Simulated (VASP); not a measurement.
# Al (Fm-3m) in VASP: single point with PBE

Aim: the single point of Al with PBE.

All numbers are computed with VASP 6.6.1; they aren't measurements. Logs are shortened: lines on timing, memory, paths and dates and some standing lists are left out, and cuts for length are marked.

**1. The cell of the first run**

Symmetry: Fm-3m, No. 225, cubic system. The conventional cell has a = 4.042 Å, b = 4.042 Å, c = 4.042 Å, α = 90.00°, β = 90.00°, γ = 90.00°. Al (site symmetry m-3m) has 12 Al at 2.86 Å within 3.8 Å.

**2. Single point, PBE**

The input, POSCAR:

```
Al
1.0
    0.0000000000      2.0208104603      2.0208104603
    2.0208104603      0.0000000000      2.0208104603
    2.0208104603      2.0208104603      0.0000000000
Al
1
Direct
    0.0000000000      0.0000000000      0.0000000000
```

The input, INCAR.step1:

```
SYSTEM = Al
PREC = Accurate
ENCUT = 400
EDIFF = 1E-6
ISMEAR = 0
SIGMA = 0.1
LREAL = .False.
LASPH = .True.
NELM = 120
ALGO = Normal
ISIF = 2
LWAVE = .False.
LCHARG = .True.
GGA = PE
NBANDS = 8
GGA_COMPAT = .False.
NEDOS = 2001
LORBIT = 11
```

The input, KPOINTS.step1:

```
regular mesh
0
Gamma
  18 18 18
  0 0 0
```

The input, INCAR.step2:

```
SYSTEM = Al
PREC = Accurate
ENCUT = 400
EDIFF = 1E-6
ISMEAR = -5
SIGMA = 0.1
LREAL = .False.
LASPH = .True.
NELM = 120
ALGO = Normal
ISIF = 2
LWAVE = .False.
LCHARG = .False.
GGA = PE
LORBIT = 10
NEDOS = 2001
ICHARG = 11
GGA_COMPAT = .False.
```

The input, KPOINTS.step2:

```
regular mesh
0
Gamma
  27 27 27
  0 0 0
```

Potentials or basis: VASP PAW PBE potentials, release 64 (Al).

The run is started by

```bash
$ cat potpaw_PBE.64/Al/POTCAR > POTCAR
$ cp INCAR.step1 INCAR
$ cp KPOINTS.step1 KPOINTS
$ mpirun -np 1 vasp_std > vasp.out
$ cp INCAR.step2 INCAR
$ cp KPOINTS.step2 KPOINTS
$ mpirun -np 1 vasp_std > vasp.out
```

OUTCAR:

```text
SYSTEM = Al
   PREC = Accurate
   ENCUT = 400
   EDIFF = 1E-6
   ISMEAR = -5
   LREAL = .False.
   LASPH = .True.
   NELM = 120
   ISIF = 2
   GGA = PE
   LORBIT = 10
   ICHARG = 11

 ion  position               nearest neighbor table
   1  0.000  0.000  0.000-

  LATTYP: Found a face centered cubic cell.
 ALAT       =     4.0416209206

  Lattice vectors:

 A1 = (   0.0000000000,   2.0208104603,   2.0208104603)
 A2 = (   2.0208104603,   0.0000000000,   2.0208104603)
 A3 = (   2.0208104603,   2.0208104603,   0.0000000000)

Analysis of symmetry for initial positions (statically):
=====================================================================
 Subroutine PRICEL returns:
 Original cell was already a primitive cell.

 Routine SETGRP: Setting up the symmetry group for a
 face centered cubic supercell.

 Subroutine GETGRP returns: Found 48 space group operations
 (whereof 48 operations were pure point group operations)
 out of a pool of 48 trial point group operations.

The static configuration has the point symmetry O_h .

Analysis of symmetry for dynamics (positions and initial velocities):
=====================================================================
 Subroutine PRICEL returns:
 Original cell was already a primitive cell.

 Routine SETGRP: Setting up the symmetry group for a
 face centered cubic supercell.

 Subroutine GETGRP returns: Found 48 space group operations
 (whereof 48 operations were pure point group operations)
 out of a pool of 48 trial point group operations.

The dynamic configuration has the point symmetry O_h .

 Subroutine INISYM returns: Found 48 space group operations
 (whereof 48 operations are pure point group operations),
 and found     1 'primitive' translations

----------------------------------------------------------------------------------------

                                     Primitive cell

  volume of cell :      16.5047

  direct lattice vectors                    reciprocal lattice vectors
     0.000000000  2.020810460  2.020810460    -0.247425481  0.247425481  0.247425481
     2.020810460  0.000000000  2.020810460     0.247425481 -0.247425481  0.247425481
     2.020810460  2.020810460  0.000000000     0.247425481  0.247425481 -0.247425481

  length of vectors
     2.857857560  2.857857560  2.857857560     0.428553504  0.428553504  0.428553504

  position of ions in fractional coordinates (direct lattice)
     0.000000000  0.000000000  0.000000000

  ion indices of the primitive-cell ions
   primitive index   ion index
                 1           1

----------------------------------------------------------------------------------------

 KPOINTS: regular mesh

Automatic generation of k-mesh.
 Grid dimensions read from file:
 generate k-points for:   27   27   27

 Generating k-lattice:

  Cartesian coordinates                     Fractional coordinates (reciprocal lattice)
    -0.009163907  0.009163907  0.009163907     0.037037037  0.000000000  0.000000000
     0.009163907 -0.009163907  0.009163907     0.000000000  0.037037037  0.000000000
     0.009163907  0.009163907 -0.009163907     0.000000000  0.000000000  0.037037037

  Length of vectors
     0.015872352  0.015872352  0.015872352

  Shift w.r.t. Gamma in fractional coordinates (k-lattice)
     0.000000000  0.000000000  0.000000000

 TETIRR: Found   2653 inequivalent tetrahedra from   118098

 Subroutine IBZKPT returns following result:
 ===========================================

 Found    560 irreducible k-points:

 Following reciprocal coordinates:
            Coordinates               Weight
  0.000000  0.000000  0.000000      1.000000
  0.037037  0.000000  0.000000      8.000000
  0.074074  0.000000  0.000000      8.000000
  0.111111  0.000000  0.000000      8.000000
  0.148148  0.000000  0.000000      8.000000
  0.185185  0.000000  0.000000      8.000000
[... 16 lines left out ...]
  0.333333  0.037037  0.000000     24.000000
  0.370370  0.037037  0.000000     24.000000
 [... further k-points ...]
   k-points           NKPTS =    560   k-points in BZ     NKDIM =    560   number of bands    NBANDS=      5
   number of dos      NEDOS =   2001   number of ions     NIONS =      1
   total plane-waves  NPLWV =   8000
   dimension x,y,z NGX =    20 NGY =   20 NGZ =   20
   dimension x,y,z NGXF=    40 NGYF=   40 NGZF=   40
   ions per type =               1
   NGX,Y,Z   is equivalent  to a cutoff of  11.63, 11.63, 11.63 a.u.
   NGXF,Y,Z  is equivalent  to a cutoff of  23.27, 23.27, 23.27 a.u.
 SYSTEM =  Al
   PREC   = accura    normal or accurate (medium, high low for compatibility)
   ISTART =      0    job   : 0-new  1-cont  2-samecut
   ICHARG =     11    charge: 1-file 2-atom 10-const
   ISPIN  =      1    spin polarized calculation?
   LNONCOLLINEAR =      F non collinear calculations
   LSORBIT =      F    spin-orbit coupling
   LASPH  =      T    aspherical Exc in radial PAW
   ENCUT  =  400.0 eV  29.40 Ry    5.42 a.u.   4.66  4.66  4.66*2*pi/ulx,y,z
   NELM   =    120;   NELMIN=  2; NELMDL=  0     # of ELM steps
   EDIFF  = 0.1E-05   stopping-criterion for ELM
   LREAL  =      F    real-space projection
   EDIFFG = 0.1E-04   stopping-criterion for IOM
   NSW    =      0    number of steps for IOM
   IBRION =     -1    ionic relax: 0-MD 1-quasi-New 2-CG
   NFREE  =      0    steps in history (QN), initial steepest desc. (CG)
   ISIF   =      2    stress and relaxation
   ISYM   =      2    0-nonsym 1-usesym 2-fastsym
   POTIM  = 0.5000    time-step for ionic-motion
   TEBEG  =    0.0;   TEEND  =   0.0 temperature during run
   PSTRESS=    0.0 pullay stress
   NELECT =       3.0000    total number of electrons
   NUPDOWN=      -1.0000    fix difference up-down
   EMIN   =  10.00;   EMAX   =-10.00  energy-range for DOS
   EFERMI =   0.00;   METHOD = LEGACY
   ISMEAR =    -5;   SIGMA  =   0.10  broadening in eV -4-tet -1-fermi 0-gaus
   EFERMI_NEDOS =   21; number of points for ismear=-14 and -15
   IALGO  =     38    algorithm
   IMIX   =      4    mixing-type and parameters
     AMIX     =   0.40;   BMIX     =  1.00
     AMIX_MAG =   1.60;   BMIX_MAG =  1.00
  volume/ion in A,a.u.               =      16.50       111.38
  Fermi-wavevector in a.u.,A,eV,Ry     =   0.927356  1.752448 11.700855  0.859989
  Thomas-Fermi vector in A             =   2.053417
   LORBIT       =     10    0 simple, 1 ext, 2 COOP (PROOUT), +10 PAW based schemes
   GGA     = PE    functional components
   LHFCALC =     F    Hartree Fock is set to
   AEXX    =    0.0000 exact exchange contribution
   IVDW    =     0    specifies the selected vdW correction
   LEPSILON=     F    determine dielectric tensor
   LRPA    =     F    only Hartree local field effects (RPA)
 non-spin polarized calculation
 Fermi weights with tetrahedron method with Bloechl corrections
  energy-cutoff  :      400.00
  volume of cell :       16.50
 maximum number of plane-waves:       311

 number of electron       3.0000000 magnetization

 Free energy of the ion-electron system (eV)
  ---------------------------------------------------
  ext. energy  EPLUGINS =         0.00000000
  ---------------------------------------------------
  free energy    TOTEN  =        -3.74602100 eV

  energy without entropy =       -3.74602100  energy(sigma->0) =       -3.74602100

 E-fermi :   8.0183     XC(G=0): -10.1954

 val. band max:        8.0035483605   @ k =  -0.4444   0.3333   0.1111
 cond. band min:       7.9471027295   @ k =  -0.2963   0.4815   0.1852
 fundamental gap:     -0.0564456310
 Fermi energy:         8.0182707400

 k-point     1 :       0.0000    0.0000    0.0000
  band No.  band energies     occupation
      1      -3.1348      2.00000
      2      20.6178      0.00000
      3      20.6178      0.00000
      4      20.6178      0.00000
      5      22.1053      0.00000

 k-point     2 :       0.0370    0.0000    0.0000
  band No.  band energies     occupation
      1      -3.0975      2.00000
      2      19.7823      0.00000
      3      20.4592      0.00000
      4      20.4592      0.00000
      5      22.3224      0.00000

 k-point     3 :       0.0741    0.0000    0.0000
  band No.  band energies     occupation
      1      -2.9857      2.00000
      2      18.3719      0.00000
      3      20.1346      0.00000
      4      20.1346      0.00000
      5      22.7700      0.00000

 k-point     4 :       0.1111    0.0000    0.0000
  band No.  band energies     occupation
      1      -2.7995      2.00000
      2      16.8759      0.00000
      3      19.7926      0.00000
      4      19.7926      0.00000
      5      22.7451      0.00000

 k-point     5 :       0.1481    0.0000    0.0000
  band No.  band energies     occupation
      1      -2.5393      2.00000
      2      15.3786      0.00000
      3      19.4834      0.00000
      4      19.4834      0.00000
      5      22.6439      0.00000

 k-point     6 :       0.1852    0.0000    0.0000
  band No.  band energies     occupation
      1      -2.2054      2.00000
      2      13.9082      0.00000
      3      19.2234      0.00000
      4      19.2234      0.00000
      5      22.5220      0.00000
[... 113 lines left out ...]
 k-point    21 :       0.2593    0.0370    0.0000
  band No.  band energies     occupation
      1      -1.4540      2.00000
      2      11.5781      0.00000
      3      18.1813      0.00000
      4      19.2765      0.00000
      5      21.8258      0.00000

 k-point    22 :       0.2963    0.0370    0.0000
  band No.  band energies     occupation
      1      -0.9266      2.00000
      2      10.2321      0.00000
      3      18.0730      0.00000
      4      19.1778      0.00000
      5      21.1617      0.00000

 k-point    23 :       0.3333    0.0370    0.0000
  band No.  band energies     occupation
      1      -0.3280      2.00000
      2       8.9407     -0.07052
      3      18.0267      0.00000
      4      19.1386      0.00000
      5      20.5444      0.00000

 k-point    24 :       0.3704    0.0370    0.0000
  band No.  band energies     occupation
      1       0.3409      2.00000
      2       7.7071      1.63092
      3      18.0430      0.00000
      4      19.1607      0.00000
      5      19.9831      0.00000

 [... further k-points ...]

------------------------ aborting loop because EDIFF is reached ----------------------------------------

  FORCE on cell =-STRESS in cart. coord.  units (eV):
  Direction    XX          YY          ZZ          XY          YZ          ZX
  --------------------------------------------------------------------------------------
  -------------------------------------------------------------------------------------
  Total       -0.0287979     -0.0287979     -0.0287979     -0.0000000     -0.0000000     -0.0000000
  in kB       -2.7955348     -2.7955348     -2.7955348     -0.0000000     -0.0000000     -0.0000000
  external PRESSURE =      -2.7955348 kB  Pullay stress =       0.0000000 kB

 VOLUME and BASIS-vectors are now :
 -----------------------------------------------------------------------------
  energy-cutoff  :      400.00
  volume of cell :       16.50
      direct lattice vectors                 reciprocal lattice vectors
     0.000000000  2.020810460  2.020810460    -0.247425481  0.247425481  0.247425481
     2.020810460  0.000000000  2.020810460     0.247425481 -0.247425481  0.247425481
     2.020810460  2.020810460  0.000000000     0.247425481  0.247425481 -0.247425481

 POSITION                                       TOTAL-FORCE (eV/Angst)
 -----------------------------------------------------------------------------------
      0.00000      0.00000      0.00000         0.000000      0.000000     -0.000000
 -----------------------------------------------------------------------------------
    total drift:                                0.000000      0.000000     -0.000000

  FREE ENERGIE OF THE ION-ELECTRON SYSTEM (eV)
  ---------------------------------------------------
  free  energy   TOTEN  =        -3.7460209978 eV

  energy  without entropy=       -3.7460209978  energy(sigma->0) =       -3.74602100

 total charge

# of ion       s       p       d       tot
------------------------------------------
    1        0.427   0.340   0.000   0.767
```

It took 27 s on 1 thread of Intel Xeon Platinum 8259CL at 2.50GHz (Skylake/Cascade Lake), shared host; peak memory 0.14 GiB.

Results:

```yaml
Valence_electrons_inside_the_program's_atomic_spheres: Al 0.77
```

Levels at points of the mesh, in eV from the Fermi level:
```tsv
k point	band 1	band 2	band 3	band 4	band 5
(0.00, 0.00, 0.00)	-11.15	12.60	12.60	12.60	14.09
```
